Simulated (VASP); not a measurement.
# Mo (Fm-3m) in VASP: notebook, part 2 of 3

VASP 6.6.1.

### Step 4. Single point, revPBE (volume scaled by 0.92)

File INCAR:

```
PREC = Accurate
ENCUT = 520
EDIFF = 1E-6
ISMEAR = -1
SIGMA = 0.1
LREAL = False
LASPH = True
NELM = 100
ALGO = Normal
ISIF = 2
LWAVE = False
LCHARG = False
GGA = RE
NBANDS = 13
```

File KPOINTS:

```
Automatic mesh
0
Gamma
  15 15 15
```

File POSCAR:

```
Mo
1.0
    0.0000000000      1.9532821807      1.9532821807
    1.9532821807      0.0000000000      1.9532821807
    1.9532821807      1.9532821807      0.0000000000
Mo
1
Direct
    0.0000000000      0.0000000000      0.0000000000
```

Potentials or basis: VASP PAW PBE potentials, release 64 (Mo_sv).

Run with:

```bash
> cat potpaw_PBE.64/Mo_sv/POTCAR > POTCAR
> mpirun -np 1 vasp_std > vasp.out
```

OUTCAR:

```text
PREC = Accurate
   ENCUT = 520
   EDIFF = 1E-6
   ISMEAR = -1
   LREAL = False
   LASPH = True
   NELM = 100
   ISIF = 2
   GGA = RE

 ion  position               nearest neighbor table
   1  0.000  0.000  0.000-

  LATTYP: Found a face centered cubic cell.
 ALAT       =     3.9065643614

  Lattice vectors:

 A1 = (   0.0000000000,   1.9532821807,   1.9532821807)
 A2 = (   1.9532821807,   0.0000000000,   1.9532821807)
 A3 = (   1.9532821807,   1.9532821807,   0.0000000000)

Analysis of symmetry for initial positions (statically):
=====================================================================
 Subroutine PRICEL returns:
 Original cell was already a primitive cell.

 Routine SETGRP: Setting up the symmetry group for a
 face centered cubic supercell.

 Subroutine GETGRP returns: Found 48 space group operations
 (whereof 48 operations were pure point group operations)
 out of a pool of 48 trial point group operations.

The static configuration has the point symmetry O_h .

Analysis of symmetry for dynamics (positions and initial velocities):
=====================================================================
 Subroutine PRICEL returns:
 Original cell was already a primitive cell.

 Routine SETGRP: Setting up the symmetry group for a
 face centered cubic supercell.

 Subroutine GETGRP returns: Found 48 space group operations
 (whereof 48 operations were pure point group operations)
 out of a pool of 48 trial point group operations.

The dynamic configuration has the point symmetry O_h .

 Subroutine INISYM returns: Found 48 space group operations
 (whereof 48 operations are pure point group operations),
 and found     1 'primitive' translations

----------------------------------------------------------------------------------------

                                     Primitive cell

  volume of cell :      14.9048

  direct lattice vectors                    reciprocal lattice vectors
     0.000000000  1.953282181  1.953282181    -0.255979400  0.255979400  0.255979400
     1.953282181  0.000000000  1.953282181     0.255979400 -0.255979400  0.255979400
     1.953282181  1.953282181  0.000000000     0.255979400  0.255979400 -0.255979400

  length of vectors
     2.762358151  2.762358151  2.762358151     0.443369326  0.443369326  0.443369326

  position of ions in fractional coordinates (direct lattice)
     0.000000000  0.000000000  0.000000000

  ion indices of the primitive-cell ions
   primitive index   ion index
                 1           1

----------------------------------------------------------------------------------------

 KPOINTS: Automatic mesh

Automatic generation of k-mesh.
 Grid dimensions read from file:
 generate k-points for:   15   15   15

 Generating k-lattice:

  Cartesian coordinates                     Fractional coordinates (reciprocal lattice)
    -0.017065293  0.017065293  0.017065293     0.066666667  0.000000000  0.000000000
     0.017065293 -0.017065293  0.017065293     0.000000000  0.066666667  0.000000000
     0.017065293  0.017065293 -0.017065293     0.000000000  0.000000000  0.066666667

  Length of vectors
     0.029557955  0.029557955  0.029557955

  Shift w.r.t. Gamma in fractional coordinates (k-lattice)
     0.000000000  0.000000000  0.000000000

 Subroutine IBZKPT returns following result:
 ===========================================

 Found    120 irreducible k-points:

 Following reciprocal coordinates:
            Coordinates               Weight
  0.000000  0.000000  0.000000      1.000000
  0.066667  0.000000  0.000000      8.000000
  0.133333  0.000000  0.000000      8.000000
  0.200000  0.000000  0.000000      8.000000
  0.266667  0.000000  0.000000      8.000000
  0.333333  0.000000  0.000000      8.000000
[... 16 lines left out ...]
  0.133333  0.133333  0.000000      6.000000
  0.200000  0.133333  0.000000     24.000000
 [... further k-points ...]
   k-points           NKPTS =    120   k-points in BZ     NKDIM =    120   number of bands    NBANDS=     13
   number of dos      NEDOS =    301   number of ions     NIONS =      1
   total plane-waves  NPLWV =  13824
   dimension x,y,z NGX =    24 NGY =   24 NGZ =   24
   dimension x,y,z NGXF=    48 NGYF=   48 NGZF=   48
   ions per type =               1
   NGX,Y,Z   is equivalent  to a cutoff of  14.44, 14.44, 14.44 a.u.
   NGXF,Y,Z  is equivalent  to a cutoff of  28.89, 28.89, 28.89 a.u.
 SYSTEM =  unknown system
   PREC   = accura    normal or accurate (medium, high low for compatibility)
   ISTART =      0    job   : 0-new  1-cont  2-samecut
   ICHARG =      2    charge: 1-file 2-atom 10-const
   ISPIN  =      1    spin polarized calculation?
   LNONCOLLINEAR =      F non collinear calculations
   LSORBIT =      F    spin-orbit coupling
   LASPH  =      T    aspherical Exc in radial PAW
   ENCUT  =  520.0 eV  38.22 Ry    6.18 a.u.   5.14  5.14  5.14*2*pi/ulx,y,z
   NELM   =    100;   NELMIN=  2; NELMDL= -5     # of ELM steps
   EDIFF  = 0.1E-05   stopping-criterion for ELM
   LREAL  =      F    real-space projection
   EDIFFG = 0.1E-04   stopping-criterion for IOM
   NSW    =      0    number of steps for IOM
   IBRION =     -1    ionic relax: 0-MD 1-quasi-New 2-CG
   NFREE  =      0    steps in history (QN), initial steepest desc. (CG)
   ISIF   =      2    stress and relaxation
   ISYM   =      2    0-nonsym 1-usesym 2-fastsym
   POTIM  = 0.5000    time-step for ionic-motion
   TEBEG  =    0.0;   TEEND  =   0.0 temperature during run
   PSTRESS=    0.0 pullay stress
   NELECT =      14.0000    total number of electrons
   NUPDOWN=      -1.0000    fix difference up-down
   EMIN   =  10.00;   EMAX   =-10.00  energy-range for DOS
   EFERMI =   0.00;   METHOD = LEGACY
   ISMEAR =    -1;   SIGMA  =   0.10  broadening in eV -4-tet -1-fermi 0-gaus
   EFERMI_NEDOS =   21; number of points for ismear=-14 and -15
   IALGO  =     38    algorithm
   IMIX   =      4    mixing-type and parameters
     AMIX     =   0.40;   BMIX     =  1.00
     AMIX_MAG =   1.60;   BMIX_MAG =  1.00
  volume/ion in A,a.u.               =      14.90       100.58
  Fermi-wavevector in a.u.,A,eV,Ry     =   1.603279  3.029759 34.973838  2.570505
  Thomas-Fermi vector in A             =   2.699967
   LORBIT       =      0    0 simple, 1 ext, 2 COOP (PROOUT), +10 PAW based schemes
   GGA     = RE    functional components
   LHFCALC =     F    Hartree Fock is set to
   AEXX    =    0.0000 exact exchange contribution
   IVDW    =     0    specifies the selected vdW correction
   LEPSILON=     F    determine dielectric tensor
   LRPA    =     F    only Hartree local field effects (RPA)
 non-spin polarized calculation
  energy-cutoff  :      520.00
  volume of cell :       14.90
 maximum number of plane-waves:       415
 NGX is ok and might be reduce to    24
   NGX = 11   NGY = 11   NGZ = 11

 number of electron      14.0000000 magnetization

 Free energy of the ion-electron system (eV)
  ---------------------------------------------------
  ext. energy  EPLUGINS =         0.00000000
  ---------------------------------------------------
  free energy    TOTEN  =        -9.98991710 eV

  energy without entropy =       -9.94932907  energy(sigma->0) =       -9.96962308

 E-fermi :  12.9847     XC(G=0): -13.5955

 val. band max:       12.9653801218   @ k =  -0.4000   0.2000   0.0667
 cond. band min:      12.9919593610   @ k =  -0.1333   0.1333   0.0000
 fundamental gap:      0.0265792392
 Fermi energy:        12.9847438991

 k-point     1 :       0.0000    0.0000    0.0000
  band No.  band energies     occupation
      1     -47.7175      2.00000
      2     -20.8892      2.00000
      3     -20.8892      2.00000
      4     -20.8892      2.00000
      5       6.0625      2.00000
      6      12.1571      1.99949
      7      12.1571      1.99949
      8      12.1571      1.99949
      9      15.1307      0.00000
     10      15.1307      0.00000
     11      26.0984      0.00000
     12      31.7306      0.00000
     13      31.7306      0.00000
[... 353 lines left out ...]
 k-point    24 :       0.2000    0.1333    0.0000
  band No.  band energies     occupation
      1     -47.6126      2.00000
      2     -21.3656      2.00000
      3     -21.0378      2.00000
      4     -21.0242      2.00000
      5       7.6194      2.00000
      6      10.8876      2.00000
      7      12.9491      1.17654
      8      13.0952      0.49778
      9      13.9067      0.00020
     10      15.6135      0.00000
     11      29.0929      0.00000
     12      29.7961      0.00000
     13      32.9287      0.00000

 [... further k-points ...]

------------------------ aborting loop because EDIFF is reached ----------------------------------------

  FORCE on cell =-STRESS in cart. coord.  units (eV):
  Direction    XX          YY          ZZ          XY          YZ          ZX
  --------------------------------------------------------------------------------------
  -------------------------------------------------------------------------------------
  Total        2.2151511      2.2151511      2.2151511      0.0000000     -0.0000000      0.0000000
  in kB      238.1162154    238.1162154    238.1162154      0.0000000     -0.0000000      0.0000000
  external PRESSURE =     238.1162154 kB  Pullay stress =       0.0000000 kB

 VOLUME and BASIS-vectors are now :
 -----------------------------------------------------------------------------
  energy-cutoff  :      520.00
  volume of cell :       14.90
      direct lattice vectors                 reciprocal lattice vectors
     0.000000000  1.953282181  1.953282181    -0.255979400  0.255979400  0.255979400
     1.953282181  0.000000000  1.953282181     0.255979400 -0.255979400  0.255979400
     1.953282181  1.953282181  0.000000000     0.255979400  0.255979400 -0.255979400

 POSITION                                       TOTAL-FORCE (eV/Angst)
 -----------------------------------------------------------------------------------
      0.00000      0.00000      0.00000        -0.000000      0.000000     -0.000000
 -----------------------------------------------------------------------------------
    total drift:                               -0.000000     -0.000000     -0.000000

  FREE ENERGIE OF THE ION-ELECTRON SYSTEM (eV)
  ---------------------------------------------------
  free  energy   TOTEN  =        -9.9899171002 eV

  energy  without entropy=       -9.9493290676  energy(sigma->0) =       -9.96962308
```

OSZICAR:

```text
N       E                     dE             d eps       ncg     rms          rms(c)
DAV:   1     0.924390672657E+02    0.92439E+02   -0.81521E+03  3165   0.112E+03
DAV:   2    -0.940180714481E+01   -0.10184E+03   -0.98121E+02  3585   0.309E+02
DAV:   3    -0.105032082725E+02   -0.11014E+01   -0.10978E+01  3430   0.322E+01
DAV:   4    -0.105056332050E+02   -0.24249E-02   -0.24249E-02  3580   0.185E+00
DAV:   5    -0.105056484530E+02   -0.15248E-04   -0.15247E-04  3480   0.130E-01    0.154E+01
DAV:   6    -0.100598435253E+02    0.44580E+00   -0.56439E-01  3215   0.923E+00    0.491E+00
DAV:   7    -0.999272384941E+01    0.67120E-01   -0.13402E-01  3450   0.433E+00    0.697E-01
DAV:   8    -0.998985550522E+01    0.28683E-02   -0.35402E-03  3205   0.755E-01    0.112E-01
DAV:   9    -0.998990599118E+01   -0.50486E-04   -0.68990E-05  3703   0.104E-01    0.679E-02
DAV:  10    -0.998991661717E+01   -0.10626E-04   -0.14718E-05  3245   0.469E-02    0.679E-03
DAV:  11    -0.998991710025E+01   -0.48308E-06   -0.12361E-07  1840   0.430E-03
   1 F= -.99899171E+01 E0= -.99696231E+01  d E =-.405880E-01
```

Run time: 34 s. Hardware: 1 thread of AMD EPYC 7R43 (Zen 3), shared host; peak memory 0.11 GiB.

Results:

- Free energy: -9.9899 eV
- Pressure: 23.8 GPa
- Band gap on the k mesh: zero (band 7 reaches 17.29 eV, above the bottom of band 8 at 12.16 eV)

Levels at points of the mesh, in eV from the Fermi level:
| k point | band 4 | band 5 | band 6 | band 7 | band 8 | band 9 | band 10 | band 11 |
| --- | --- | --- | --- | --- | --- | --- | --- | --- |
| (0.00, 0.00, 0.00) | -33.87 | -6.92 | -0.83 | -0.83 | -0.83 | 2.15 | 2.15 | 13.11 |

Caveat: the PAW data sets were made with another functional, which shifts forces and pressure a little.

### Step 5. Single point, revPBE (volume scaled by 0.96)

File INCAR:

```
SYSTEM = Mo
PREC = Accurate ; ENCUT = 520
EDIFF = 1E-7 ; ISMEAR = -1
SIGMA = 0.1 ; LREAL = .FALSE.
LASPH = .TRUE. ; NELM = 80
ALGO = Normal ; ISIF = 2
LWAVE = .FALSE. ; LCHARG = .TRUE.
GGA = RE ; LELF = .TRUE.
LVHAR = .TRUE. ; NBANDS = 13
```

File KPOINTS:

```
regular mesh
0
G
  15 15 15
  0 0 0
```

File POSCAR:

```
Mo
1.0
    0.0000000000      1.9811899823      1.9811899823
    1.9811899823      0.0000000000      1.9811899823
    1.9811899823      1.9811899823      0.0000000000
Mo
1
Direct
    0.0000000000      0.0000000000      0.0000000000
```

Run with:

```bash
> cat potpaw_PBE.64/Mo_sv/POTCAR > POTCAR
> mpirun -np 1 vasp_std > vasp.out
```

It took 41 s on 1 thread of AMD EPYC 7R43 (Zen 3), shared host; peak memory 0.12 GiB.

It converged, with:

```
Free energy            : -10.0600 eV
Pressure               : 11.1 GPa
Band gap on the k mesh : zero (band 7 reaches 16.32 eV, above the bottom of band 8 at 11.54 eV)
```

Levels at points of the mesh, in eV from the Fermi level:
| k point | band 3 | band 4 | band 5 | band 6 | band 7 | band 8 | band 9 | band 10 | band 11 | band 12 |
| --- | --- | --- | --- | --- | --- | --- | --- | --- | --- | --- |
| (0.00, 0.00, 0.00) | -33.99 | -33.99 | -6.81 | -0.76 | -0.76 | -0.76 | 2.04 | 2.04 | 13.10 | 18.52 |

Caveat: the PAW data sets were made with another functional, which shifts forces and pressure a little.

(Part 2 of 3 ends here.)
